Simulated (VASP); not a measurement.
# Mn (P6_3/mmc) in VASP: a series of runs

The runs below take Mn through single point, with r2SCAN, PBE.

Everything below comes from runs of VASP 6.6.1. Logs are shortened: lines on timing, memory, paths and dates and some standing lists are left out, and cuts for length are marked.

**1. The cell of the first run**

The structure is hexagonal, space group P6_3/mmc (No. 194). The conventional cell has a = 2.500 Å, b = 2.500 Å, c = 4.053 Å, α = 90.00°, β = 90.00°, γ = 120.00°. Mn (site symmetry -6m2) has 12 Mn at 2.49 to 2.50 Å within 3.3 Å.

This isn't the form of Mn at room conditions, which is a 58-atom cubic cell.

**2. Single point, r2SCAN, collinear spin, ferromagnetic start**

Contents of POSCAR:

```
Mn
1.0
    2.5000942351      0.0000000000      0.0000000000
   -1.2500471176      2.1651451195      0.0000000000
    0.0000000000      0.0000000000      4.0528593201
Mn
2
Direct
    0.3333333333      0.6666666667      0.2500000000
    0.6666666667      0.3333333333      0.7500000000
```

Contents of INCAR.step1:

```
  ALGO = Normal
  EDIFF = 1E-4
  ENCUT = 520
  GGA = PE
  ISMEAR = -1
  ISPIN = 2
  LASPH = T
  LCHARG = F
  LMAXMIX = 4
  LREAL = F
  LWAVE = T
  MAGMOM = 4 4
  NBANDS = 24
  NELM = 150
  PREC = Accurate
  SIGMA = 0.05
```

Contents of INCAR.step2:

```
  ALGO = Normal
  EDIFF = 1E-6
  ENCUT = 520
  ISIF = 2
  ISMEAR = -1
  ISPIN = 2
  ISTART = 1
  LASPH = T
  LCHARG = F
  LMAXMIX = 4
  LMIXTAU = T
  LORBIT = 11
  LREAL = F
  LWAVE = F
  MAGMOM = 4 4
  METAGGA = R2SCAN
  NBANDS = 24
  NELM = 150
  PREC = Accurate
  SIGMA = 0.05
```

Contents of KPOINTS:

```
k-points
0
Gamma
  12 12 7
```

Potentials or basis: VASP PAW PBE potentials, release 64 (Mn_pv).

Started as:

```bash
> cat potpaw_PBE.64/Mn_pv/POTCAR > POTCAR
> cp INCAR.step1 INCAR
> mpirun -np 1 vasp_std > vasp.out
> cp INCAR.step2 INCAR
> mpirun -np 1 vasp_std > vasp.out
```

OUTCAR:

```text
EDIFF = 1E-6
   ENCUT = 520
   ISIF = 2
   ISMEAR = -1
   ISPIN = 2
   ISTART = 1
   LASPH = T
   LORBIT = 11
   LREAL = F
   METAGGA = R2SCAN
   NELM = 150
   PREC = Accurate

 ion  position               nearest neighbor table
   1  0.333  0.667  0.250-   2 2.49   2 2.49   2 2.49   2 2.49   2 2.49   2 2.49
   2  0.667  0.333  0.750-   1 2.49   1 2.49   1 2.49   1 2.49   1 2.49   1 2.49

  LATTYP: Found a hexagonal cell.
 ALAT       =     2.5000942351
 C/A-ratio  =     1.6210826229

  Lattice vectors:

 A1 = (   2.5000942351,   0.0000000000,   0.0000000000)
 A2 = (  -1.2500471176,   2.1651451195,   0.0000000000)
 A3 = (   0.0000000000,   0.0000000000,   4.0528593201)

Analysis of symmetry for initial positions (statically):
=====================================================================
 Subroutine PRICEL returns:
 Original cell was already a primitive cell.

 Routine SETGRP: Setting up the symmetry group for a
 hexagonal supercell.

 Subroutine GETGRP returns: Found 24 space group operations
 (whereof 12 operations were pure point group operations)
 out of a pool of 24 trial point group operations.

The static configuration has the point symmetry D_3d.
 The point group associated with its full space group is D_6h.

Analysis of symmetry for dynamics (positions and initial velocities):
=====================================================================
 Subroutine PRICEL returns:
 Original cell was already a primitive cell.

 Routine SETGRP: Setting up the symmetry group for a
 hexagonal supercell.

 Subroutine GETGRP returns: Found 24 space group operations
 (whereof 12 operations were pure point group operations)
 out of a pool of 24 trial point group operations.

The dynamic configuration has the point symmetry D_3d.
 The point group associated with its full space group is D_6h.

Analysis of structural, dynamic, and magnetic symmetry:
=====================================================================
 Subroutine PRICEL returns:
 Original cell was already a primitive cell.

 Routine SETGRP: Setting up the symmetry group for a
 hexagonal supercell.

 Subroutine GETGRP returns: Found 24 space group operations
 (whereof 12 operations were pure point group operations)
 out of a pool of 24 trial point group operations.

The overall configuration has the point symmetry D_3d.
 The point group associated with its full space group is D_6h.

 Subroutine INISYM returns: Found 24 space group operations
 (whereof 12 operations are pure point group operations),
 and found     1 'primitive' translations

----------------------------------------------------------------------------------------

                                     Primitive cell

  volume of cell :      21.9384

  direct lattice vectors                    reciprocal lattice vectors
     2.500094235  0.000000000  0.000000000     0.399984923  0.230931403  0.000000000
    -1.250047118  2.165145119  0.000000000     0.000000000  0.461862806  0.000000000
     0.000000000  0.000000000  4.052859320     0.000000000  0.000000000  0.246739381

  length of vectors
     2.500094235  2.500094235  4.052859320     0.461862806  0.461862806  0.246739381

  position of ions in fractional coordinates (direct lattice)
     0.333333333  0.666666667  0.250000000
     0.666666667  0.333333333  0.750000000

  ion indices of the primitive-cell ions
   primitive index   ion index
                 1           1
                 2           2

----------------------------------------------------------------------------------------

 KPOINTS: k-points

Automatic generation of k-mesh.
 Grid dimensions read from file:
 generate k-points for:   12   12    7

 Generating k-lattice:

  Cartesian coordinates                     Fractional coordinates (reciprocal lattice)
     0.033332077  0.019244284  0.000000000     0.083333333  0.000000000  0.000000000
     0.000000000  0.038488567  0.000000000     0.000000000  0.083333333  0.000000000
     0.000000000  0.000000000  0.035248483     0.000000000  0.000000000  0.142857143

  Length of vectors
     0.038488567  0.038488567  0.035248483

  Shift w.r.t. Gamma in fractional coordinates (k-lattice)
     0.000000000  0.000000000  0.000000000

 Subroutine IBZKPT returns following result:
 ===========================================

 Found     76 irreducible k-points:

 Following reciprocal coordinates:
            Coordinates               Weight
  0.000000  0.000000  0.000000      1.000000
  0.083333 -0.000000  0.000000      6.000000
  0.166667  0.000000  0.000000      6.000000
  0.250000 -0.000000  0.000000      6.000000
  0.333333  0.000000  0.000000      6.000000
  0.416667  0.000000  0.000000      6.000000
[... 16 lines left out ...]
  0.250000 -0.000000  0.142857     12.000000
  0.333333  0.000000  0.142857     12.000000
 [... further k-points ...]
   k-points           NKPTS =     76   k-points in BZ     NKDIM =     76   number of bands    NBANDS=     24
   number of dos      NEDOS =    301   number of ions     NIONS =      2
   total plane-waves  NPLWV =  12000
   dimension x,y,z NGX =    20 NGY =   20 NGZ =   30
   dimension x,y,z NGXF=    40 NGYF=   40 NGZF=   60
   ions per type =               2
   NGX,Y,Z   is equivalent  to a cutoff of  13.30, 13.30, 12.31 a.u.
   NGXF,Y,Z  is equivalent  to a cutoff of  26.60, 26.60, 24.61 a.u.
 SYSTEM =  unknown system
   PREC   = accura    normal or accurate (medium, high low for compatibility)
   ISTART =      1    job   : 0-new  1-cont  2-samecut
   ICHARG =      0    charge: 1-file 2-atom 10-const
   ISPIN  =      2    spin polarized calculation?
   LNONCOLLINEAR =      F non collinear calculations
   LSORBIT =      F    spin-orbit coupling
   LASPH  =      T    aspherical Exc in radial PAW
   ENCUT  =  520.0 eV  38.22 Ry    6.18 a.u.   4.65  4.65  7.54*2*pi/ulx,y,z
   NELM   =    150;   NELMIN=  2; NELMDL=  0     # of ELM steps
   EDIFF  = 0.1E-05   stopping-criterion for ELM
   LREAL  =      F    real-space projection
   EDIFFG = 0.1E-04   stopping-criterion for IOM
   NSW    =      0    number of steps for IOM
   IBRION =     -1    ionic relax: 0-MD 1-quasi-New 2-CG
   NFREE  =      0    steps in history (QN), initial steepest desc. (CG)
   ISIF   =      2    stress and relaxation
   ISYM   =      2    0-nonsym 1-usesym 2-fastsym
   POTIM  = 0.5000    time-step for ionic-motion
   TEBEG  =    0.0;   TEEND  =   0.0 temperature during run
   PSTRESS=    0.0 pullay stress
   NELECT =      26.0000    total number of electrons
   NUPDOWN=      -1.0000    fix difference up-down
   EMIN   =  10.00;   EMAX   =-10.00  energy-range for DOS
   EFERMI =   0.00;   METHOD = LEGACY
   ISMEAR =    -1;   SIGMA  =   0.05  broadening in eV -4-tet -1-fermi 0-gaus
   EFERMI_NEDOS =   21; number of points for ismear=-14 and -15
   IALGO  =     38    algorithm
   IMIX   =      4    mixing-type and parameters
     AMIX     =   0.40;   BMIX     =  1.00
     AMIX_MAG =   1.60;   BMIX_MAG =  1.00
  volume/ion in A,a.u.               =      10.97        74.02
  Fermi-wavevector in a.u.,A,eV,Ry     =   1.732464  3.273883 40.836972  3.001433
  Thomas-Fermi vector in A             =   2.806636
   LORBIT       =     11    0 simple, 1 ext, 2 COOP (PROOUT), +10 PAW based schemes
   METAGGA = R2SCAN    functional components
   LHFCALC =     F    Hartree Fock is set to
   AEXX    =    0.0000 exact exchange contribution
   IVDW    =     0    specifies the selected vdW correction
   LEPSILON=     F    determine dielectric tensor
   LRPA    =     F    only Hartree local field effects (RPA)
 spin polarized calculation
  energy-cutoff  :      520.00
  volume of cell :       21.94
 maximum number of plane-waves:       603
 NGX is ok and might be reduce to    20
   NGX =  9   NGY =  9   NGZ = 15

 number of electron      26.0000031 magnetization      -0.0000499

 Free energy of the ion-electron system (eV)
  ---------------------------------------------------
  ext. energy  EPLUGINS =         0.00000000
  ---------------------------------------------------
  free energy    TOTEN  =       -28.49379128 eV

  energy without entropy =      -28.47205416  energy(sigma->0) =      -28.48292272

 E-fermi :   9.9575     XC(G=0): -15.2655

 val. band max:        9.9488224552   @ k =   0.0833  -0.0000   0.0000
 cond. band min:       9.9846081890   @ k =   0.2500  -0.0000   0.4286
 fundamental gap:      0.0357857338
 Fermi energy:         9.9574533750

 spin component 1

 k-point     1 :       0.0000    0.0000    0.0000
  band No.  band energies     occupation
      1     -40.0904      1.00000
      2     -39.4469      1.00000
      3     -39.4468      1.00000
      4     -39.3460      1.00000
      5     -39.3459      1.00000
      6     -39.3367      1.00000
[... 16 lines left out ...]
     23      37.0662      0.00000
     24      37.0663      0.00000
[... 598 lines left out ...]
      2     -39.8040      1.00000
      3     -39.7550      1.00000
      4     -39.5636      1.00000
      5     -39.4409      1.00000
      6     -39.4220      1.00000
[... 16 lines left out ...]
     23      30.9144      0.00000
     24      33.3269      0.00000

 [... further k-points ...]

 spin component 2

 k-point     1 :       0.0000    0.0000    0.0000
  band No.  band energies     occupation
      1     -40.0905      1.00000
      2     -39.4469      1.00000
      3     -39.4468      1.00000
      4     -39.3460      1.00000
      5     -39.3459      1.00000
      6     -39.3367      1.00000
[... 16 lines left out ...]
     23      37.0662      0.00000
     24      37.0663      0.00000
[... 598 lines left out ...]
      2     -39.8040      1.00000
      3     -39.7550      1.00000
      4     -39.5636      1.00000
      5     -39.4410      1.00000
      6     -39.4221      1.00000
[... 16 lines left out ...]
     23      30.9144      0.00000
     24      33.3269      0.00000

 [... further k-points ...]

------------------------ aborting loop because EDIFF is reached ----------------------------------------

  FORCE on cell =-STRESS in cart. coord.  units (eV):
  Direction    XX          YY          ZZ          XY          YZ          ZX
  --------------------------------------------------------------------------------------
  -------------------------------------------------------------------------------------
  Total       -1.9814410     -1.9814410     -1.8055486      0.0000000      0.0000000      0.0000000
  in kB     -144.7060884   -144.7060884   -131.8605420      0.0000000      0.0000000      0.0000000
  external PRESSURE =    -140.4242396 kB  Pullay stress =       0.0000000 kB

 VOLUME and BASIS-vectors are now :
 -----------------------------------------------------------------------------
  energy-cutoff  :      520.00
  volume of cell :       21.94
      direct lattice vectors                 reciprocal lattice vectors
     2.500094235  0.000000000  0.000000000     0.399984923  0.230931403  0.000000000
    -1.250047118  2.165145119  0.000000000     0.000000000  0.461862806  0.000000000
     0.000000000  0.000000000  4.052859320     0.000000000  0.000000000  0.246739381

 POSITION                                       TOTAL-FORCE (eV/Angst)
 -----------------------------------------------------------------------------------
     -0.00000      1.44343      1.01321         0.000000     -0.000000      0.000000
      1.25005      0.72172      3.03964        -0.000000      0.000000      0.000000
 -----------------------------------------------------------------------------------
    total drift:                               -0.000000      0.000000     -0.000000

  FREE ENERGIE OF THE ION-ELECTRON SYSTEM (eV)
  ---------------------------------------------------
  free  energy   TOTEN  =       -28.4937912760 eV

  energy  without entropy=      -28.4720541642  energy(sigma->0) =      -28.48292272

 total charge

# of ion       s       p       d       tot
------------------------------------------
    1        0.454   6.401   5.114  11.969
    2        0.454   6.401   5.114  11.969
--------------------------------------------------
tot          0.908  12.802  10.229  23.939

 magnetization (x)

# of ion       s       p       d       tot
------------------------------------------
    1        0.000   0.000  -0.000  -0.000
    2        0.000   0.000  -0.000  -0.000
--------------------------------------------------
tot          0.000   0.000  -0.000  -0.000
```

It took 5 min on 1 thread of AMD EPYC 7R32 (Zen 2), shared host; peak memory 0.15 GiB.

What came out:

```
Free energy                                           : -28.4938 eV
Pressure                                              : -14.0 GPa
Band gap on the k mesh                                : zero (filled and empty bands overlap)
Net moment                                            : 0.00 μB per cell
Valence electrons inside the program's atomic spheres : Mn 11.97
```

Stress tensor (GPa, compression positive):
```
-14.47   0.00   0.00
  0.00 -14.47   0.00
  0.00   0.00 -13.19
```

Caveat: the cell stands under tension; the moments typed at the start vanished in this run; the PAW data sets were made with another functional, which shifts forces and pressure a little.

**3. Single point, r2SCAN, collinear spin, ferromagnetic start**

This run uses another cell than the first one, of 11.18 Å³/atom.

Contents of POSCAR:

```
Mn
1.0
    2.5163290681      0.0000000000      0.0000000000
   -1.2581645341      2.1792048973      0.0000000000
    0.0000000000      0.0000000000      4.0791773259
Mn
2
Direct
    0.3333333333      0.6666666667      0.2500000000
    0.6666666667      0.3333333333      0.7500000000
```

Contents of INCAR.step1:

```
SYSTEM = Mn
  PREC = Accurate
  ENCUT = 520
  ISMEAR = -1
  SIGMA = 0.05
  LREAL = .False.
  LASPH = .True.
  NELM = 150
  ISPIN = 2
  MAGMOM = 4 4
  LMAXMIX = 4
  NBANDS = 24
  GGA = PE
  ALGO = Normal
  EDIFF = 1E-4
  LWAVE = .True.
  LCHARG = .False.
```

Contents of INCAR.step2:

```
SYSTEM = Mn
  PREC = Accurate
  ENCUT = 520
  EDIFF = 1E-6
  ISMEAR = -1
  SIGMA = 0.05
  LREAL = .False.
  LASPH = .True.
  NELM = 150
  ALGO = Normal
  ISIF = 2
  LWAVE = .False.
  LCHARG = .False.
  ISPIN = 2
  MAGMOM = 4 4
  LORBIT = 11
  LMAXMIX = 4
  METAGGA = R2SCAN
  LMIXTAU = .True.
  NBANDS = 24
  ISTART = 1
```

Contents of KPOINTS:

```
Automatic mesh
0
Gamma
  12 12 7
  0 0 0
```

Potentials or basis: VASP PAW PBE potentials, release 64 (Mn_pv).

Started as:

```bash
> cat potpaw_PBE.64/Mn_pv/POTCAR > POTCAR
> cp INCAR.step1 INCAR
> mpirun -np 1 vasp_std > vasp.out
> cp INCAR.step2 INCAR
> mpirun -np 1 vasp_std > vasp.out
```

It took 8.3 min on 1 thread of AMD EPYC 7R32 (Zen 2), shared host; peak memory 0.15 GiB.

It converged, with:

| Item | Value |
| --- | --- |
| Free energy | -28.4502 eV |
| Pressure | -18.6 GPa |
| Band gap on the k mesh | zero (filled and empty bands overlap) |
| Net moment | 0.00 μB per cell |
| Valence electrons inside the program's atomic spheres | Mn 11.93 |

Stress tensor (GPa, compression positive):
```
-18.99   0.00   0.00
  0.00 -18.99   0.00
  0.00   0.00 -17.83
```

Levels at points of the mesh, in eV from the Fermi level:
Spin up:
```
           k point  band 9  band 10  band 11  band 12  band 13  band 14  band 15  band 16  band 17  band 18
(0.00, 0.00, 0.00)   -0.96    -0.90    -0.90    -0.44    -0.44     0.10     0.10     0.50     1.61     1.61
(0.50, 0.00, 0.00)   -3.62    -1.48    -1.07    -0.92    -0.43     1.78     1.94     1.99     3.46     5.57
```
Spin down:
| k point | band 10 | band 11 | band 12 | band 13 | band 14 | band 15 | band 16 | band 17 |
| --- | --- | --- | --- | --- | --- | --- | --- | --- |
| (0.00, 0.00, 0.00) | -0.90 | -0.90 | -0.44 | -0.44 | 0.10 | 0.10 | 0.50 | 1.61 |
| (0.50, 0.00, 0.00) | -1.48 | -1.07 | -0.92 | -0.43 | 1.78 | 1.94 | 1.99 | 3.46 |

Caveat: the cell stands under tension; the moments typed at the start vanished in this run; the PAW data sets were made with another functional, which shifts forces and pressure a little.

**4. Single point, PBE, collinear spin, ferromagnetic start**

This run uses another cell than the first one, of 10.75 Å³/atom.

Contents of INCAR:

```
SYSTEM = Mn
  ALGO = Normal
  EDIFF = 1E-6
  ENCUT = 680
  GGA = PE
  GGA_COMPAT = .False.
  ISIF = 2
  ISMEAR = -1
  ISPIN = 2
  LASPH = .True.
  LCHARG = .True.
  LELF = .True.
  LMAXMIX = 4
  LORBIT = 11
  LREAL = .False.
  LVHAR = .True.
  LWAVE = .False.
  MAGMOM = -1.33 -1.45
  NBANDS = 26
  NELM = 200
  PREC = Accurate
  SIGMA = 0.05
```

Contents of KPOINTS:

```
k-points
0
Gamma
  12 12 7
  0 0 0
```

Contents of POSCAR:

```
Mn
1.0
    2.4836457705      0.0000000000      0.0000000000
   -1.2418228853      2.1509003313      0.0000000000
    0.0000000000      0.0000000000      4.0261950000
Mn
2
Direct
    0.3333333333      0.6666666667      0.2500000000
    0.6666666667      0.3333333333      0.7500000000
```

Potentials or basis: VASP PAW PBE potentials, release 64 (Mn_sv).

Started as:

```bash
> cat potpaw_PBE.64/Mn_sv/POTCAR > POTCAR
> mpirun -np 1 vasp_std > vasp.out
```

Run time: 76 s. Hardware: 1 thread of AMD EPYC 9R45 (Zen 5), shared host; peak memory 0.19 GiB.

It converged, with:

* Free energy: -18.1235 eV
* Pressure: -2.7 GPa
* Band gap on the k mesh: zero (filled and empty bands overlap)
* Net moment: 0.00 μB per cell
* Site moments: Mn +0.03, -0.03 μB
* Valence electrons inside the program's atomic spheres: Mn 13.03

Stress tensor (GPa, compression positive):
```
-2.62  0.00  0.00
 0.00 -2.62  0.00
 0.00  0.00 -2.79
```

Levels at points of the mesh, in eV from the Fermi level:
Spin up:
| k point | band 12 | band 13 | band 14 | band 15 | band 16 | band 17 | band 18 | band 19 |
| --- | --- | --- | --- | --- | --- | --- | --- | --- |
| (0.00, 0.00, 0.00) | -0.94 | -0.94 | -0.47 | -0.47 | 0.07 | 0.07 | 0.66 | 1.63 |
| (0.50, 0.00, 0.00) | -1.37 | -1.14 | -0.94 | -0.42 | 1.84 | 1.98 | 2.06 | 3.58 |
Spin down:
```csv
k point,band 11,band 12,band 13,band 14,band 15,band 16,band 17,band 18,band 19,band 20
"(0.00, 0.00, 0.00)",-0.97,-0.94,-0.94,-0.47,-0.47,0.07,0.07,0.66,1.63,1.63
"(0.50, 0.00, 0.00)",-3.68,-1.37,-1.14,-0.94,-0.42,1.84,1.98,2.05,3.58,5.66
```

Caveat: the moments typed at the start vanished in this run.

The gap in the log of VASP goes by the Fermi energy; the results here count the filled bands.